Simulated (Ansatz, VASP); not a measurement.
## MgS: VASP beside Ansatz

INCAR

```
SYSTEM = MgS
PREC = Accurate
ENCUT = 600
EDIFF = 1E-6
ISMEAR = 0
SIGMA = 0.05
LREAL = .False.
LASPH = .True.
NELM = 120
ALGO = Normal
ISIF = 2
LWAVE = .False.
LCHARG = .True.
GGA = PE
LELF = .True.
LVHAR = .True.
NBANDS = 11
GGA_COMPAT = .False.
```

Contents of KPOINTS:

```
Automatic mesh
0
Gamma
  6 6 6
  0 0 0
```

The input POSCAR:

```
MgS
1.0
    0.0000000000      2.8308747668      2.8308747668
    2.8308747668      0.0000000000      2.8308747668
    2.8308747668      2.8308747668      0.0000000000
Mg S
1 1
Direct
    0.0000000000      0.0000000000      0.0000000000
    0.7500000000      0.7500000000      0.7500000000
```

Input for Ansatz:

```yaml
crystal:
  lattice:
    - [0.0, 2.8308747668, 2.8308747668]
    - [2.8308747668, 0.0, 2.8308747668]
    - [2.8308747668, 2.8308747668, 0.0]
  atoms:
    - { symbol: Mg, position: [0.0, 0.0, 0.0] }
    - { symbol: S, position: [0.75, 0.75, 0.75] }
kpoints:
  mp_grid: { grid: [6, 6, 6] }
hamiltonian:
  xc: pbe
scf:
  occupations: { method: gaussian, width: 0.05 }
  n_extra_bands: 4
output:
  forces: true
  stress: true
  eigenvalues: true
```

Alike in both runs: task single point; functional PBE; k mesh 6 × 6 × 6; occupations gaussian, width 0.05 eV; no spin polarisation.

|  | VASP | Ansatz |
| --- | --- | --- |
| version | VASP 6.6.1 | Ansatz 0.2.0 |
| potentials or method | VASP PAW PBE potentials, release 64 (Mg, S) | plane waves |
| plane-wave cutoff (eV) | 600 | 420 |
| valence electrons in the cell | 8 | 16 |

```csv
,VASP,Ansatz,Ansatz less VASP
gap on the k mesh at the Fermi level (eV),3.46,3.47,+0.008
pressure (GPa),1.0,1.1,+0.13
```

VASP's potentials hold 8 valence electrons a cell and Ansatz's 16, so a difference there can come from the potentials and not from the codes.
